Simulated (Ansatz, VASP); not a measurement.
One calculation of Ge, two programs

```
Ge
1.0
     5.85516    0.00000    0.00000
     0.00000    5.85516    0.00000
     0.00000    0.00000    6.93319
Ge
12
Direct
  0.08943 0.08943 0.00000
  0.41057 0.58943 0.75000
  0.91057 0.91057 0.50000
  0.58943 0.41057 0.25000
  0.17242 0.37106 0.25865
  0.12894 0.67242 0.00865
  0.82758 0.62894 0.75865
  0.87106 0.32758 0.50865
  0.67242 0.12894 0.99135
  0.62894 0.82758 0.24135
  0.32758 0.87106 0.49135
  0.37106 0.17242 0.74135
```

Alike in both runs: functional LDA; k mesh 3 × 3 × 3; occupations fermi-dirac, width 0.05 eV; no spin polarisation.

Ansatz relaxed the structure, and its values are those at the end. VASP's run is a single point on that final structure, the one shown.

|  | VASP | Ansatz |
| --- | --- | --- |
| version | VASP 6.6.1 | Ansatz 0.2.0 |
| potentials or method | VASP PAW LDA potentials, release 64 (Ge_d), cutoff 520 eV | plane waves (420 eV) with PAW, scalar-relativistic |
| valence electrons in the cell | 168 | 168 |

Ansatz gave:

```
pressure (GPa)                     : 0.0
rms of the force components (eV/Å) : 0.002
```

**Question.** Which values does VASP return?

**Answer.** Pressure (GPa): 0.1; rms of the force components (eV/Å): 0.003.

Ansatz warns that its potentials were made for another functional, while VASP's fit it. LDA's correlation is that of Perdew and Zunger in VASP and of Perdew and Wang (1992) in Ansatz.
